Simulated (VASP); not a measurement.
A run of VASP 6.6.1:

Contents of POSCAR:

```
ZrC
1.0
    0.0000000000      2.3650000000      2.3650000000
    2.3650000000      0.0000000000      2.3650000000
    2.3650000000      2.3650000000      0.0000000000
Zr C
1 1
Direct
    0.5000000000      0.5000000000      0.5000000000
    0.0000000000      0.0000000000      0.0000000000
```

The input INCAR.step1:

```
ALGO = Normal
EDIFF = 1E-5
ENCUT = 660
GGA = PE
GGA_COMPAT = F
ISMEAR = -1
LASPH = T
LCHARG = F
LREAL = F
LWAVE = T
NBANDS = 15
NELM = 120
PREC = Accurate
SIGMA = 0.1
```

The input INCAR.step2:

```
ALGO = Normal
EDIFF = 1E-6
ENCUT = 660
GGA_COMPAT = F
ISIF = 2
ISMEAR = -1
ISTART = 1
LASPH = T
LCHARG = T
LELF = T
LMIXTAU = T
LREAL = F
LVHAR = T
LWAVE = F
METAGGA = R2SCAN
NBANDS = 15
NELM = 120
PREC = Accurate
SIGMA = 0.1
```

File KPOINTS:

```
k-points
0
Gamma
  8 8 8
```

Potentials or basis: VASP PAW PBE potentials, release 64 (Zr_sv, C).

Launch:

```console
$ cat potpaw_PBE.64/Zr_sv/POTCAR potpaw_PBE.64/C/POTCAR > POTCAR
$ cp INCAR.step1 INCAR
$ mpirun -np 1 vasp_std > vasp.out
$ cp INCAR.step2 INCAR
$ mpirun -np 1 vasp_std > vasp.out
```

Hardware: 1 thread of AMD EPYC 7R43 64-Core Processor (Zen 3), on a shared host.

Q: How long does it take, and how much memory?

A: Wall time 110 s on 1 thread of AMD EPYC 7R43 64-Core Processor (Zen 3), on a shared host, peak memory 0.14 GiB. Counts: k points 29.
